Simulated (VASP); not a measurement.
# Cu (I4/mmm) in VASP: a series of runs

The runs below take Cu through single point, relaxation of cell and atoms, with r2SCAN.

Program: VASP 6.6.1. These are calculated values, not measurements. Logs are shortened: lines on timing, memory, paths and dates and some standing lists are left out, and cuts for length are marked.

### Step 1. The cell of the first run

The structure is tetragonal, space group I4/mmm (No. 139). Conventional cell: a = 2.892 Å, b = 2.892 Å, c = 2.746 Å, α = 90.00°, β = 90.00°, γ = 90.00°. Cu (site symmetry 4/mmm) has 14 Cu at 2.46 to 2.89 Å within 3.3 Å.

### Step 2. Single point, r2SCAN

The input, POSCAR:

```
Cu
1.0
   -1.4457994693      1.4457994693      1.3729019738
    1.4457994693     -1.4457994693      1.3729019738
    1.4457994693      1.4457994693     -1.3729019738
Cu
1
Direct
    0.0000000000      0.0000000000      0.0000000000
```

The input, INCAR.step1:

```
ALGO = Normal
EDIFF = 1E-4
ENCUT = 520
GGA = PE
ISMEAR = 0
LASPH = T
LCHARG = F
LREAL = F
LWAVE = T
NBANDS = 12
NELM = 100
PREC = Accurate
SIGMA = 0.1
```

The input, INCAR.step2:

```
ALGO = Normal
EDIFF = 1E-6
ENCUT = 520
ISIF = 2
ISMEAR = 0
ISTART = 1
LASPH = T
LCHARG = F
LMIXTAU = T
LREAL = F
LWAVE = F
METAGGA = R2SCAN
NBANDS = 12
NELM = 100
PREC = Accurate
SIGMA = 0.1
```

The input, KPOINTS:

```
k-points
0
Gamma
  18 18 18
```

Potentials or basis: VASP PAW PBE potentials, release 64 (Cu).

The run is started by

```sh
$ cat potpaw_PBE.64/Cu/POTCAR > POTCAR
$ cp INCAR.step1 INCAR
$ mpirun -np 1 vasp_std > vasp.out
$ cp INCAR.step2 INCAR
$ mpirun -np 1 vasp_std > vasp.out
```

OUTCAR:

```text
EDIFF = 1E-6
   ENCUT = 520
   ISIF = 2
   ISMEAR = 0
   ISTART = 1
   LASPH = T
   LREAL = F
   METAGGA = R2SCAN
   NELM = 100
   PREC = Accurate

 ion  position               nearest neighbor table
   1  0.000  0.000  0.000-

  LATTYP: Found a body centered tetragonal cell.
 ALAT       =     2.8915989386
 C/A-ratio  =     0.9495798020

  Lattice vectors:

 A1 = (  -1.4457994693,   1.4457994693,   1.3729019738)
 A2 = (   1.4457994693,  -1.4457994693,   1.3729019738)
 A3 = (   1.4457994693,   1.4457994693,  -1.3729019738)

Analysis of symmetry for initial positions (statically):
=====================================================================
 Subroutine PRICEL returns:
 Original cell was already a primitive cell.

 Routine SETGRP: Setting up the symmetry group for a
 body centered tetragonal supercell.

 Subroutine GETGRP returns: Found 16 space group operations
 (whereof 16 operations were pure point group operations)
 out of a pool of 16 trial point group operations.

The static configuration has the point symmetry D_4h.

Analysis of symmetry for dynamics (positions and initial velocities):
=====================================================================
 Subroutine PRICEL returns:
 Original cell was already a primitive cell.

 Routine SETGRP: Setting up the symmetry group for a
 body centered tetragonal supercell.

 Subroutine GETGRP returns: Found 16 space group operations
 (whereof 16 operations were pure point group operations)
 out of a pool of 16 trial point group operations.

The dynamic configuration has the point symmetry D_4h.

 Subroutine INISYM returns: Found 16 space group operations
 (whereof 16 operations are pure point group operations),
 and found     1 'primitive' translations

----------------------------------------------------------------------------------------

                                     Primitive cell

  volume of cell :      11.4793

  direct lattice vectors                    reciprocal lattice vectors
    -1.445799469  1.445799469  1.372901974     0.000000000  0.345829426  0.364192061
     1.445799469 -1.445799469  1.372901974     0.345829426  0.000000000  0.364192061
     1.445799469  1.445799469 -1.372901974     0.345829426  0.345829426  0.000000000

  length of vectors
     2.462830088  2.462830088  2.462830088     0.502228881  0.502228881  0.489076664

  position of ions in fractional coordinates (direct lattice)
     0.000000000  0.000000000  0.000000000

  ion indices of the primitive-cell ions
   primitive index   ion index
                 1           1

----------------------------------------------------------------------------------------

 KPOINTS: k-points

Automatic generation of k-mesh.
 Grid dimensions read from file:
 generate k-points for:   18   18   18

 Generating k-lattice:

  Cartesian coordinates                     Fractional coordinates (reciprocal lattice)
     0.000000000  0.019212746  0.020232892     0.055555556  0.000000000  0.000000000
     0.019212746  0.000000000  0.020232892     0.000000000  0.055555556  0.000000000
     0.019212746  0.019212746  0.000000000     0.000000000  0.000000000  0.055555556

  Length of vectors
     0.027901605  0.027901605  0.027170926

  Shift w.r.t. Gamma in fractional coordinates (k-lattice)
     0.000000000  0.000000000  0.000000000

 Subroutine IBZKPT returns following result:
 ===========================================

 Found    480 irreducible k-points:

 Following reciprocal coordinates:
            Coordinates               Weight
  0.000000  0.000000  0.000000      1.000000
  0.055556  0.000000 -0.000000      8.000000
  0.111111  0.000000 -0.000000      8.000000
  0.166667  0.000000 -0.000000      8.000000
  0.222222  0.000000  0.000000      8.000000
  0.277778  0.000000 -0.000000      8.000000
[... 16 lines left out ...]
 -0.277778  0.055556  0.000000     16.000000
 -0.222222  0.055556  0.000000     16.000000
 [... further k-points ...]
   k-points           NKPTS =    480   k-points in BZ     NKDIM =    480   number of bands    NBANDS=     12
   number of dos      NEDOS =    301   number of ions     NIONS =      1
   total plane-waves  NPLWV =   5832
   dimension x,y,z NGX =    18 NGY =   18 NGZ =   18
   dimension x,y,z NGXF=    36 NGYF=   36 NGZF=   36
   ions per type =               1
   NGX,Y,Z   is equivalent  to a cutoff of  12.15, 12.15, 12.15 a.u.
   NGXF,Y,Z  is equivalent  to a cutoff of  24.30, 24.30, 24.30 a.u.
 SYSTEM =  unknown system
   PREC   = accura    normal or accurate (medium, high low for compatibility)
   ISTART =      1    job   : 0-new  1-cont  2-samecut
   ICHARG =      0    charge: 1-file 2-atom 10-const
   ISPIN  =      1    spin polarized calculation?
   LNONCOLLINEAR =      F non collinear calculations
   LSORBIT =      F    spin-orbit coupling
   LASPH  =      T    aspherical Exc in radial PAW
   ENCUT  =  520.0 eV  38.22 Ry    6.18 a.u.   4.58  4.58  4.58*2*pi/ulx,y,z
   NELM   =    100;   NELMIN=  2; NELMDL=  0     # of ELM steps
   EDIFF  = 0.1E-05   stopping-criterion for ELM
   LREAL  =      F    real-space projection
   EDIFFG = 0.1E-04   stopping-criterion for IOM
   NSW    =      0    number of steps for IOM
   IBRION =     -1    ionic relax: 0-MD 1-quasi-New 2-CG
   NFREE  =      0    steps in history (QN), initial steepest desc. (CG)
   ISIF   =      2    stress and relaxation
   ISYM   =      2    0-nonsym 1-usesym 2-fastsym
   POTIM  = 0.5000    time-step for ionic-motion
   TEBEG  =    0.0;   TEEND  =   0.0 temperature during run
   PSTRESS=    0.0 pullay stress
   NELECT =      11.0000    total number of electrons
   NUPDOWN=      -1.0000    fix difference up-down
   EMIN   =  10.00;   EMAX   =-10.00  energy-range for DOS
   EFERMI =   0.00;   METHOD = LEGACY
   ISMEAR =     0;   SIGMA  =   0.10  broadening in eV -4-tet -1-fermi 0-gaus
   EFERMI_NEDOS =   21; number of points for ismear=-14 and -15
   IALGO  =     38    algorithm
   IMIX   =      4    mixing-type and parameters
     AMIX     =   0.40;   BMIX     =  1.00
     AMIX_MAG =   1.60;   BMIX_MAG =  1.00
  volume/ion in A,a.u.               =      11.48        77.47
  Fermi-wavevector in a.u.,A,eV,Ry     =   1.613989  3.049997 35.442630  2.604960
  Thomas-Fermi vector in A             =   2.708970
   LORBIT       =      0    0 simple, 1 ext, 2 COOP (PROOUT), +10 PAW based schemes
   METAGGA = R2SCAN    functional components
   LHFCALC =     F    Hartree Fock is set to
   AEXX    =    0.0000 exact exchange contribution
   IVDW    =     0    specifies the selected vdW correction
   LEPSILON=     F    determine dielectric tensor
   LRPA    =     F    only Hartree local field effects (RPA)
 non-spin polarized calculation
 Gauss-broadening in eV      SIGMA  =   0.10
  energy-cutoff  :      520.00
  volume of cell :       11.48
 maximum number of plane-waves:       325
   NGX =  9   NGY =  9   NGZ =  9

 number of electron      11.0000000 magnetization

 Free energy of the ion-electron system (eV)
  ---------------------------------------------------
  ext. energy  EPLUGINS =         0.00000000
  ---------------------------------------------------
  free energy    TOTEN  =       -10.78824631 eV

  energy without entropy =      -10.78568657  energy(sigma->0) =      -10.78696644

 E-fermi :   7.7496     XC(G=0): -13.9419

 val. band max:        7.7420500677   @ k =   0.1667   0.1667   0.1667
 cond. band min:       7.7497830763   @ k =  -0.1111   0.4444   0.1111
 fundamental gap:      0.0077330086
 Fermi energy:         7.7495996116

 k-point     1 :       0.0000    0.0000    0.0000
  band No.  band energies     occupation
      1      -2.1403      2.00000
      2       4.3063      2.00000
      3       4.5185      2.00000
      4       4.5187      2.00000
      5       5.3671      2.00000
      6       5.5895      2.00000
      7      33.5236      0.00000
      8      33.5237      0.00000
      9      34.9785      0.00000
     10      37.8179      0.00000
     11      38.0233      0.00000
     12      38.0234      0.00000

 k-point     2 :       0.0556    0.0000   -0.0000
  band No.  band energies     occupation
      1      -2.0116      2.00000
      2       4.3151      2.00000
      3       4.5150      2.00000
      4       4.5328      2.00000
      5       5.3678      2.00000
      6       5.5706      2.00000
      7      32.7515      0.00000
      8      33.1766      0.00000
      9      33.9766      0.00000
     10      36.3211      0.00000
     11      36.7444      0.00000
     12      37.2415      0.00000

 k-point     3 :       0.1111    0.0000   -0.0000
  band No.  band energies     occupation
      1      -1.6300      2.00000
      2       4.2867      2.00000
      3       4.4981      2.00000
      4       4.6303      2.00000
      5       5.3693      2.00000
      6       5.5288      2.00000
      7      30.2916      0.00000
      8      32.3659      0.00000
      9      32.4071      0.00000
     10      34.4228      0.00000
     11      35.6508      0.00000
     12      37.1157      0.00000

 k-point     4 :       0.1667    0.0000   -0.0000
  band No.  band energies     occupation
      1      -1.0113      2.00000
      2       4.1923      2.00000
      3       4.4573      2.00000
      4       4.8380      2.00000
      5       5.3713      2.00000
      6       5.4988      2.00000
      7      27.1917      0.00000
      8      30.8441      0.00000
      9      31.4682      0.00000
     10      32.7424      0.00000
     11      34.7641      0.00000
     12      37.6987      0.00000

 k-point     5 :       0.2222    0.0000    0.0000
  band No.  band energies     occupation
      1      -0.1913      2.00000
      2       4.0627      2.00000
      3       4.4067      2.00000
      4       5.1201      2.00000
      5       5.3812      2.00000
      6       5.5039      2.00000
      7      24.0580      0.00000
      8      29.4264      0.00000
      9      30.2765      0.00000
     10      31.5639      0.00000
     11      34.1089      0.00000
     12      38.6618      0.00000
[... 228 lines left out ...]
      1       1.9879      2.00000
      2       3.7453      2.00000
      3       4.8271      2.00000
      4       5.4589      2.00000
      5       5.6316      2.00000
      6       6.0974      2.00000
      7      17.0270      0.00000
      8      25.3872      0.00000
      9      27.1159      0.00000
     10      31.0525      0.00000
     11      34.3049      0.00000
     12      42.4835      0.00000

 k-point    22 :      -0.3333    0.0556    0.0000
  band No.  band energies     occupation
      1       1.2600      2.00000
      2       3.8632      2.00000
      3       4.4329      2.00000
      4       5.4100      2.00000
      5       5.5495      2.00000
      6       5.7204      2.00000
      7      19.7393      0.00000
      8      26.1332      0.00000
      9      28.1455      0.00000
     10      31.4573      0.00000
     11      34.6770      0.00000
     12      40.7989      0.00000

 k-point    23 :      -0.2778    0.0556    0.0000
  band No.  band energies     occupation
      1       0.3285      2.00000
      2       3.9977      2.00000
      3       4.3521      2.00000
      4       5.3132      2.00000
      5       5.3846      2.00000
      6       5.5434      2.00000
      7      22.6733      0.00000
      8      27.0881      0.00000
      9      29.4413      0.00000
     10      31.9919      0.00000
     11      35.2310      0.00000
     12      39.2929      0.00000

 k-point    24 :      -0.2222    0.0556    0.0000
  band No.  band energies     occupation
      1      -0.5581      2.00000
      2       4.1316      2.00000
      3       4.3972      2.00000
      4       5.0359      2.00000
      5       5.3118      2.00000
      6       5.5356      2.00000
      7      25.7376      0.00000
      8      28.2370      0.00000
      9      30.9553      0.00000
     10      32.6564      0.00000
     11      35.9837      0.00000
     12      38.0581      0.00000

 [... further k-points ...]

------------------------ aborting loop because EDIFF is reached ----------------------------------------

  FORCE on cell =-STRESS in cart. coord.  units (eV):
  Direction    XX          YY          ZZ          XY          YZ          ZX
  --------------------------------------------------------------------------------------
  -------------------------------------------------------------------------------------
  Total        0.0499618      0.0499618      0.0414636      0.0000000     -0.0000000      0.0000000
  in kB        6.9732131      6.9732131      5.7871146      0.0000000     -0.0000000      0.0000000
  external PRESSURE =       6.5778469 kB  Pullay stress =       0.0000000 kB

 VOLUME and BASIS-vectors are now :
 -----------------------------------------------------------------------------
  energy-cutoff  :      520.00
  volume of cell :       11.48
      direct lattice vectors                 reciprocal lattice vectors
    -1.445799469  1.445799469  1.372901974     0.000000000  0.345829426  0.364192061
     1.445799469 -1.445799469  1.372901974     0.345829426  0.000000000  0.364192061
     1.445799469  1.445799469 -1.372901974     0.345829426  0.345829426  0.000000000

 POSITION                                       TOTAL-FORCE (eV/Angst)
 -----------------------------------------------------------------------------------
      0.00000      0.00000      0.00000        -0.000000      0.000000      0.000000
 -----------------------------------------------------------------------------------
    total drift:                                0.000000      0.000000      0.000000

  FREE ENERGIE OF THE ION-ELECTRON SYSTEM (eV)
  ---------------------------------------------------
  free  energy   TOTEN  =       -10.7882463096 eV

  energy  without entropy=      -10.7856865738  energy(sigma->0) =      -10.78696644
```

Run time: 85 s. Hardware: 1 thread of Intel Xeon 6975P-C (Granite Rapids), shared host; peak memory 0.17 GiB.

Results:

- Free energy: -10.7882 eV
- Pressure: 0.7 GPa
- Band gap on the k mesh: zero (an odd number of electrons rules out a gap without spin polarisation)

Caveat: the PAW data sets were made with another functional, which shifts forces and pressure a little.

### Step 3. Relaxation of cell and atoms, r2SCAN

The input, POSCAR:

```
Cu
1.0
   -1.4427933200      1.4427933200      1.3760814500
    1.4427933200     -1.4427933200      1.3760814500
    1.4427933200      1.4427933200     -1.3760814500
Cu
1
Direct
    0.0000000000      0.0000000000      0.0000000000
```

The input, INCAR.step1:

```
  ALGO = Normal
  EDIFF = 1E-4
  ENCUT = 600
  GGA = PE
  ISMEAR = 0
  LASPH = True
  LCHARG = False
  LREAL = False
  LWAVE = True
  NELM = 100
  PREC = Accurate
  SIGMA = 0.1
```

The input, INCAR.step2:

```
  ALGO = Normal
  EDIFF = 1E-7
  EDIFFG = -0.02
  ENCUT = 600
  IBRION = 2
  ISIF = 3
  ISMEAR = 0
  ISTART = 1
  LASPH = True
  LCHARG = False
  LMIXTAU = True
  LREAL = False
  LWAVE = False
  METAGGA = R2SCAN
  NELM = 100
  NSW = 90
  PREC = Accurate
  SIGMA = 0.1
```

KPOINTS is that of step 2.

Potentials or basis: VASP PAW PBE potentials, release 64 (Cu).

The run is started by

```sh
$ cat potpaw_PBE.64/Cu/POTCAR > POTCAR
$ cp INCAR.step1 INCAR
$ mpirun -np 1 vasp_std > vasp.out
$ cp INCAR.step2 INCAR
$ mpirun -np 1 vasp_std > vasp.out
```

Run time: 3.8 min. Hardware: 1 thread of Intel Xeon 6975P-C (Granite Rapids), shared host; peak memory 0.19 GiB.

The run converged. Its results:

```
Free energy                           : -10.7889 eV
Relaxed volume                        : 11.54 Å³/atom
Relaxed cell                          : a = 2.467 Å, b = 2.467 Å, c = 2.467 Å, α = 108.21°, β = 108.21°, γ = 112.02°
Space group after relaxing (to 0.1 Å) : I4/mmm (No. 139)
Energy gained by relaxing             : 0.2 meV/atom
Ionic steps                           : 3
Pressure after relaxing               : -0.1 GPa
Band gap on the k mesh                : zero (an odd number of electrons rules out a gap without spin polarisation)
```

Step by step:
| step | energy change (eV) | largest force (eV/Å) | pressure (GPa) | volume (Å³) |
| --- | --- | --- | --- | --- |
| 1 | 0.0000 | 0.0000 | 0.96 | 11.46 |
| 2 | -0.0002 | 0.0000 | -0.58 | 11.57 |
| 3 | -0.0002 | 0.0000 | -0.08 | 11.54 |

Final structure:
```xyz
1
Lattice="-1.4461 1.4461 1.3790 1.4461 -1.4461 1.3790 1.4461 1.4461 -1.3790" Properties=species:S:1:pos:R:3 pbc="T T T"
Cu    0.0000    0.0000    0.0000
```

Levels at points of the mesh, in eV from the Fermi level:
```tsv
k point	band 2	band 3	band 4	band 5	band 6	band 7	band 8	band 9
(0.00, 0.00, 0.00)	-3.42	-3.22	-3.22	-2.36	-2.16	25.78	25.78	27.10
(0.50, 0.00, 0.00)	-4.13	-2.27	-2.05	-1.46	-0.53	4.91	18.07	18.31
(0.50, 0.50, 0.00)	-3.88	-2.42	-2.19	-1.49	-0.92	4.37	19.34	19.79
(0.50, 0.50, 0.50)	-4.93	-1.66	-1.66	-1.60	8.15	8.15	10.08	13.66
```

Caveat: the PAW data sets were made with another functional, which shifts forces and pressure a little.
